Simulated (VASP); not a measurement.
# TiO (P-6m2) in VASP: notebook

Runs on TiO. Level: PBEsol. Tasks: single point.

Everything below comes from runs of VASP 6.6.1. Logs are shortened: lines on timing, memory, paths and dates and some standing lists are left out, and cuts for length are marked.

## Step 1: The cell of the first run

Symmetry: P-6m2, No. 187, hexagonal system. The conventional cell has a = 3.116 Å, b = 3.116 Å, c = 3.063 Å, α = 90.00°, β = 90.00°, γ = 120.00°. Within 3.1 Å of Ti (site symmetry -6m2) lie 6 O at 2.36 Å and 2 Ti at 3.06 Å. Within 3.1 Å of O (site symmetry -6m2) lie 6 Ti at 2.36 Å and 2 O at 3.06 Å.

## Step 2: Single point, PBEsol

Contents of INCAR:

```
PREC     = Accurate       # precision mode
ENCUT    = 520            # plane-wave cutoff, eV
EDIFF    = 1E-6           # SCF threshold, eV
ISMEAR   = 0              # smearing method
SIGMA    = 0.15           # smearing width, eV
LREAL    = F              # projectors in reciprocal space
LASPH    = T              # aspherical terms in the spheres
NELM     = 60             # most SCF steps
ALGO     = Normal         # electronic algorithm
ISIF     = 2              # what is computed and relaxed
LWAVE    = F              # write WAVECAR
LCHARG   = F              # write CHGCAR
GGA      = PS             # functional
NBANDS   = 16             # bands
```

Contents of KPOINTS:

```
Automatic mesh
0
Gamma
  18 18 16
```

Contents of POSCAR:

```
TiO
1.0
    3.1164235284      0.0000000000      0.0000000000
   -1.5582117642      2.6989019446      0.0000000000
    0.0000000000      0.0000000000      3.0626344039
Ti O
1 1
Direct
    0.6666666667      0.3333333333      0.0000000000
    0.0000000000      0.0000000000      0.5000000000
```

Potentials or basis: VASP PAW PBE potentials, release 64 (Ti_sv, O).

On the command line:

```
$ cat potpaw_PBE.64/Ti_sv/POTCAR potpaw_PBE.64/O/POTCAR > POTCAR
$ mpirun -np 1 vasp_std > vasp.out
```

OUTCAR:

```text
PREC = Accurate
   ENCUT = 520
   EDIFF = 1E-6
   ISMEAR = 0
   LREAL = F
   LASPH = T
   NELM = 60
   ISIF = 2
   GGA = PS

 ion  position               nearest neighbor table
   1  0.667  0.333  0.000-   2 2.36   2 2.36   2 2.36   2 2.36   2 2.36   2 2.36
   2  0.000  0.000  0.500-   1 2.36   1 2.36   1 2.36   1 2.36   1 2.36   1 2.36

  LATTYP: Found a hexagonal cell.
 ALAT       =     3.1164235284
 C/A-ratio  =     0.9827401109

  Lattice vectors:

 A1 = (   3.1164235284,   0.0000000000,   0.0000000000)
 A2 = (  -1.5582117642,   2.6989019446,   0.0000000000)
 A3 = (   0.0000000000,   0.0000000000,   3.0626344039)

Analysis of symmetry for initial positions (statically):
=====================================================================
 Subroutine PRICEL returns:
 Original cell was already a primitive cell.

 Routine SETGRP: Setting up the symmetry group for a
 hexagonal supercell.

 Subroutine GETGRP returns: Found 12 space group operations
 (whereof 12 operations were pure point group operations)
 out of a pool of 24 trial point group operations.

The static configuration has the point symmetry D_3h.

Analysis of symmetry for dynamics (positions and initial velocities):
=====================================================================
 Subroutine PRICEL returns:
 Original cell was already a primitive cell.

 Routine SETGRP: Setting up the symmetry group for a
 hexagonal supercell.

 Subroutine GETGRP returns: Found 12 space group operations
 (whereof 12 operations were pure point group operations)
 out of a pool of 24 trial point group operations.

The dynamic configuration has the point symmetry D_3h.

 Subroutine INISYM returns: Found 12 space group operations
 (whereof 12 operations are pure point group operations),
 and found     1 'primitive' translations

----------------------------------------------------------------------------------------

                                     Primitive cell

  volume of cell :      25.7596

  direct lattice vectors                    reciprocal lattice vectors
     3.116423528  0.000000000  0.000000000     0.320880648  0.185260528  0.000000000
    -1.558211764  2.698901945  0.000000000     0.000000000  0.370521057  0.000000000
     0.000000000  0.000000000  3.062634404     0.000000000  0.000000000  0.326516282

  length of vectors
     3.116423528  3.116423528  3.062634404     0.370521057  0.370521057  0.326516282

  position of ions in fractional coordinates (direct lattice)
     0.666666667  0.333333333  0.000000000
     0.000000000  0.000000000  0.500000000

  ion indices of the primitive-cell ions
   primitive index   ion index
                 1           1
                 2           2

----------------------------------------------------------------------------------------

 KPOINTS: Automatic mesh

Automatic generation of k-mesh.
 Grid dimensions read from file:
 generate k-points for:   18   18   16

 Generating k-lattice:

  Cartesian coordinates                     Fractional coordinates (reciprocal lattice)
     0.017826703  0.010292252  0.000000000     0.055555556  0.000000000  0.000000000
     0.000000000  0.020584503  0.000000000     0.000000000  0.055555556  0.000000000
     0.000000000  0.000000000  0.020407268     0.000000000  0.000000000  0.062500000

  Length of vectors
     0.020584503  0.020584503  0.020407268

  Shift w.r.t. Gamma in fractional coordinates (k-lattice)
     0.000000000  0.000000000  0.000000000

 Subroutine IBZKPT returns following result:
 ===========================================

 Found    333 irreducible k-points:

 Following reciprocal coordinates:
            Coordinates               Weight
  0.000000  0.000000  0.000000      1.000000
  0.055556 -0.000000  0.000000      6.000000
  0.111111 -0.000000  0.000000      6.000000
  0.166667  0.000000  0.000000      6.000000
  0.222222 -0.000000  0.000000      6.000000
  0.277778  0.000000  0.000000      6.000000
[... 16 lines left out ...]
  0.333333  0.111111  0.000000     12.000000
  0.388889  0.111111  0.000000     12.000000
 [... further k-points ...]
   k-points           NKPTS =    333   k-points in BZ     NKDIM =    333   number of bands    NBANDS=     16
   number of dos      NEDOS =    301   number of ions     NIONS =      2
   total plane-waves  NPLWV =  13824
   dimension x,y,z NGX =    24 NGY =   24 NGZ =   24
   dimension x,y,z NGXF=    48 NGYF=   48 NGZF=   48
   ions per type =               1   1
   NGX,Y,Z   is equivalent  to a cutoff of  12.80, 12.80, 13.03 a.u.
   NGXF,Y,Z  is equivalent  to a cutoff of  25.61, 25.61, 26.06 a.u.
 SYSTEM =  unknown system
   PREC   = accura    normal or accurate (medium, high low for compatibility)
   ISTART =      0    job   : 0-new  1-cont  2-samecut
   ICHARG =      2    charge: 1-file 2-atom 10-const
   ISPIN  =      1    spin polarized calculation?
   LNONCOLLINEAR =      F non collinear calculations
   LSORBIT =      F    spin-orbit coupling
   LASPH  =      T    aspherical Exc in radial PAW
   ENCUT  =  520.0 eV  38.22 Ry    6.18 a.u.   5.79  5.79  5.69*2*pi/ulx,y,z
   NELM   =     60;   NELMIN=  2; NELMDL= -5     # of ELM steps
   EDIFF  = 0.1E-05   stopping-criterion for ELM
   LREAL  =      F    real-space projection
   EDIFFG = 0.1E-04   stopping-criterion for IOM
   NSW    =      0    number of steps for IOM
   IBRION =     -1    ionic relax: 0-MD 1-quasi-New 2-CG
   NFREE  =      0    steps in history (QN), initial steepest desc. (CG)
   ISIF   =      2    stress and relaxation
   ISYM   =      2    0-nonsym 1-usesym 2-fastsym
   POTIM  = 0.5000    time-step for ionic-motion
   TEBEG  =    0.0;   TEEND  =   0.0 temperature during run
   PSTRESS=    0.0 pullay stress
   NELECT =      18.0000    total number of electrons
   NUPDOWN=      -1.0000    fix difference up-down
   EMIN   =  10.00;   EMAX   =-10.00  energy-range for DOS
   EFERMI =   0.00;   METHOD = LEGACY
   ISMEAR =     0;   SIGMA  =   0.15  broadening in eV -4-tet -1-fermi 0-gaus
   EFERMI_NEDOS =   21; number of points for ismear=-14 and -15
   IALGO  =     38    algorithm
   IMIX   =      4    mixing-type and parameters
     AMIX     =   0.40;   BMIX     =  1.00
     AMIX_MAG =   1.60;   BMIX_MAG =  1.00
  volume/ion in A,a.u.               =      12.88        86.92
  Fermi-wavevector in a.u.,A,eV,Ry     =   1.452734  2.745269 28.714224  2.110436
  Thomas-Fermi vector in A             =   2.570082
   LORBIT       =      0    0 simple, 1 ext, 2 COOP (PROOUT), +10 PAW based schemes
   GGA     = PS    functional components
   LHFCALC =     F    Hartree Fock is set to
   AEXX    =    0.0000 exact exchange contribution
   IVDW    =     0    specifies the selected vdW correction
   LEPSILON=     F    determine dielectric tensor
   LRPA    =     F    only Hartree local field effects (RPA)
 non-spin polarized calculation
 Gauss-broadening in eV      SIGMA  =   0.15
  energy-cutoff  :      520.00
  volume of cell :       25.76
 maximum number of plane-waves:       707
 NGX is ok and might be reduce to    24

 number of electron      18.0000002 magnetization

 Free energy of the ion-electron system (eV)
  ---------------------------------------------------
  ext. energy  EPLUGINS =         0.00000000
  ---------------------------------------------------
  free energy    TOTEN  =       -17.64038854 eV

  energy without entropy =      -17.63912122  energy(sigma->0) =      -17.63975488

 E-fermi :   7.6450     XC(G=0): -11.5374

 val. band max:        7.5866658915   @ k =   0.0000   0.0000   0.0000
 cond. band min:       7.6962221724   @ k =   0.0000   0.0000   0.5000
 fundamental gap:      0.1095562809
 Fermi energy:         7.6450222064

 k-point     1 :       0.0000    0.0000    0.0000
  band No.  band energies     occupation
      1     -50.1762      2.00000
      2     -26.5323      2.00000
      3     -26.2970      2.00000
      4     -26.2970      2.00000
      5     -12.2471      2.00000
      6       3.1526      2.00000
[... 8 lines left out ...]
     15      20.0847      0.00000
     16      22.0342      0.00000

 k-point     2 :       0.0556   -0.0000    0.0000
  band No.  band energies     occupation
      1     -50.1751      2.00000
      2     -26.5312      2.00000
      3     -26.3060      2.00000
      4     -26.2990      2.00000
      5     -12.2277      2.00000
      6       3.0207      2.00000
[... 8 lines left out ...]
     15      20.0214      0.00000
     16      21.8402      0.00000

 k-point     3 :       0.1111   -0.0000    0.0000
  band No.  band energies     occupation
      1     -50.1719      2.00000
      2     -26.5281      2.00000
      3     -26.3318      2.00000
      4     -26.3047      2.00000
      5     -12.1715      2.00000
      6       2.6821      2.00000
[... 8 lines left out ...]
     15      19.8102      0.00000
     16      21.4442      0.00000

 k-point     4 :       0.1667    0.0000    0.0000
  band No.  band energies     occupation
      1     -50.1671      2.00000
      2     -26.5232      2.00000
      3     -26.3710      2.00000
      4     -26.3133      2.00000
      5     -12.0847      2.00000
      6       2.2435      2.00000
[... 8 lines left out ...]
     15      19.4107      0.00000
     16      21.0872      0.00000
[... 324 lines left out ...]
 k-point    22 :       0.2778    0.1111    0.0000
  band No.  band energies     occupation
      1     -50.1474      2.00000
      2     -26.5149      2.00000
      3     -26.5035      2.00000
      4     -26.3625      2.00000
      5     -11.7219      2.00000
      6       1.0491      2.00000
[... 8 lines left out ...]
     15      17.3678      0.00000
     16      20.0494      0.00000

 k-point    23 :       0.3333    0.1111    0.0000
  band No.  band energies     occupation
      1     -50.1429      2.00000
      2     -26.5476      2.00000
      3     -26.4990      2.00000
      4     -26.3736      2.00000
      5     -11.6364      2.00000
      6       0.8287      2.00000
[... 8 lines left out ...]
     15      16.5906      0.00000
     16      19.8976      0.00000

 k-point    24 :       0.3889    0.1111    0.0000
  band No.  band energies     occupation
      1     -50.1399      2.00000
      2     -26.5689      2.00000
      3     -26.4960      2.00000
      4     -26.3808      2.00000
      5     -11.5801      2.00000
      6       0.6923      2.00000
[... 8 lines left out ...]
     15      15.9157      0.00000
     16      19.8021      0.00000

 [... further k-points ...]
[... 5 lines left out ...]
  --------------------------------------------------------------------------------------
  -------------------------------------------------------------------------------------
  Total       -6.4485850     -6.4485850     -6.4489728      0.0000000      0.0000000      0.0000000
  in kB     -401.0848646   -401.0848647   -401.1089839      0.0000000      0.0000000      0.0000000
  external PRESSURE =    -401.0929044 kB  Pullay stress =       0.0000000 kB

 VOLUME and BASIS-vectors are now :
 -----------------------------------------------------------------------------
  energy-cutoff  :      520.00
  volume of cell :       25.76
      direct lattice vectors                 reciprocal lattice vectors
     3.116423528  0.000000000  0.000000000     0.320880648  0.185260528  0.000000000
    -1.558211764  2.698901945  0.000000000     0.000000000  0.370521057  0.000000000
     0.000000000  0.000000000  3.062634404     0.000000000  0.000000000  0.326516282

 POSITION                                       TOTAL-FORCE (eV/Angst)
 -----------------------------------------------------------------------------------
      1.55821      0.89963      0.00000        -0.000000      0.000000      0.000000
      0.00000      0.00000      1.53132         0.000000     -0.000000      0.000000
 -----------------------------------------------------------------------------------
    total drift:                               -0.000000      0.000000      0.000000

  FREE ENERGIE OF THE ION-ELECTRON SYSTEM (eV)
  ---------------------------------------------------
  free  energy   TOTEN  =       -17.6403885424 eV

  energy  without entropy=      -17.6391212246  energy(sigma->0) =      -17.63975488
```

It took 50 s on 1 thread of Intel Xeon Platinum 8488C (Sapphire Rapids), shared host; peak memory 0.24 GiB.

Results:

```yaml
Free_energy: -17.6404 eV
Pressure: -40.1 GPa
Band_gap_on_the_k_mesh: zero (band 9 reaches 7.74 eV, above the bottom of band 10 at 7.59 eV)
```

Caveat: the PAW data sets were made with another functional, which shifts forces and pressure a little; semilocal functionals often make such compounds metallic where correlation or magnetic order opens a gap, which also shifts bond lengths.

## Step 3: Single point, PBEsol

This run uses another cell than the first one, of the same volume but with other edges.

Contents of INCAR:

```
ALGO     = Normal         # electronic algorithm
EDIFF    = 1E-6           # SCF threshold, eV
ENCUT    = 520            # plane-wave cutoff, eV
GGA      = PS             # functional
ISIF     = 2              # what is computed and relaxed
ISMEAR   = 0              # smearing method
LASPH    = True           # aspherical terms in the spheres
LCHARG   = False          # write CHGCAR
LREAL    = False          # projectors in reciprocal space
LWAVE    = False          # write WAVECAR
NBANDS   = 16             # bands
NELM     = 60             # most SCF steps
PREC     = Accurate       # precision mode
SIGMA    = 0.15           # smearing width, eV
```

Contents of KPOINTS:

```
k-points
0
Gamma
  18 18 16
```

Contents of POSCAR:

```
TiO
1.0
    2.9362172690      0.0000000000      0.0000000000
   -1.4681086345      2.5428387460      0.0000000000
    0.0000000000      0.0000000000      3.4501003620
Ti O
1 1
Direct
    0.6666666667      0.3333333333      0.0000000000
    0.0000000000      0.0000000000      0.5000000000
```

Potentials or basis: VASP PAW PBE potentials, release 64 (Ti_sv, O).

On the command line:

```
$ cat potpaw_PBE.64/Ti_sv/POTCAR potpaw_PBE.64/O/POTCAR > POTCAR
$ mpirun -np 1 vasp_std > vasp.out
```

Run time: 58 s. Hardware: 1 thread of Intel Xeon Platinum 8488C (Sapphire Rapids), shared host; peak memory 0.25 GiB.

The run converged. Its results:

```
Free energy            : -17.2174 eV
Pressure               : -39.3 GPa
Band gap on the k mesh : zero (band 9 reaches 7.21 eV, above the bottom of band 10 at 7.02 eV)
```

Stress tensor (GPa, compression positive):
```
-23.89   0.00   0.00
  0.00 -23.89   0.00
  0.00   0.00 -70.16
```

Levels at points of the mesh, in eV from the Fermi level:
| k point | band 6 | band 7 | band 8 | band 9 | band 10 | band 11 | band 12 | band 13 |
| --- | --- | --- | --- | --- | --- | --- | --- | --- |
| (0.00, 0.00, 0.00) | -4.26 | -2.77 | -2.77 | -2.56 | 1.05 | 1.05 | 1.38 | 1.75 |
| (0.50, 0.00, 0.00) | -6.11 | -4.76 | -2.90 | -1.58 | 1.33 | 1.92 | 2.03 | 2.62 |
| (0.00, 0.00, 0.50) | -6.93 | -2.56 | -2.56 | -0.34 | 0.29 | 0.29 | 1.96 | 1.96 |
| (0.50, 0.00, 0.50) | -5.45 | -5.39 | -3.57 | -0.89 | 1.02 | 1.93 | 2.57 | 2.60 |

Caveat: the PAW data sets were made with another functional, which shifts forces and pressure a little; semilocal functionals often make such compounds metallic where correlation or magnetic order opens a gap, which also shifts bond lengths.

## Step 4: Single point, PBEsol

Contents of INCAR:

```
SYSTEM = TiO
PREC = Accurate
ENCUT = 520
EDIFF = 1E-6
ISMEAR = 0
SIGMA = 0.15
LREAL = .FALSE.
LASPH = .TRUE.
NELM = 100
ALGO = Normal
ISIF = 2
LWAVE = .FALSE.
LCHARG = .TRUE.
GGA = PS
LELF = .TRUE.
LVHAR = .TRUE.
NBANDS = 16
```

Contents of KPOINTS:

```
regular mesh
0
G
  18 18 16
  0 0 0
```

Contents of POSCAR:

```
TiO
1.0
    3.0725243918      0.0000000000      0.0000000000
   -1.5362621959      2.6608841770      0.0000000000
    0.0000000000      0.0000000000      3.1507752642
Ti O
1 1
Direct
    0.6666666667      0.3333333333      0.0000000000
    0.0000000000      0.0000000000      0.5000000000
```

On the command line:

```
$ cat potpaw_PBE.64/Ti_sv/POTCAR potpaw_PBE.64/O/POTCAR > POTCAR
$ mpirun -np 1 vasp_std > vasp.out
```

Wall time 49 s (1 thread of Intel Xeon Platinum 8488C (Sapphire Rapids), shared host); peak memory 0.24 GiB.

Results (log left out):

```yaml
Free_energy: -17.6179 eV
Pressure: -40.3 GPa
Band_gap_on_the_k_mesh: zero (band 9 reaches 7.63 eV, above the bottom of band 10 at 7.62 eV)
```

Stress tensor (GPa, compression positive):
```
-37.01   0.00   0.00
  0.00 -37.01   0.00
  0.00   0.00 -46.96
```

Levels at points of the mesh, in eV from the Fermi level:
```
           k point  band 6  band 7  band 8  band 9  band 10  band 11  band 12  band 13
(0.00, 0.00, 0.00)   -4.43   -4.17   -4.17   -2.25     0.23     1.05     1.05     1.40
(0.50, 0.00, 0.00)   -6.97   -5.00   -4.15   -1.64     1.08     1.28     1.84     2.04
(0.00, 0.00, 0.50)   -7.46   -3.92   -3.92    0.06     0.06     0.30     1.40     1.40
(0.50, 0.00, 0.50)   -6.26   -6.14   -4.86   -0.71     0.92     1.92     2.01     2.32
```

Caveat: the PAW data sets were made with another functional, which shifts forces and pressure a little; semilocal functionals often make such compounds metallic where correlation or magnetic order opens a gap, which also shifts bond lengths.

(Continued in part 2 of 2.)
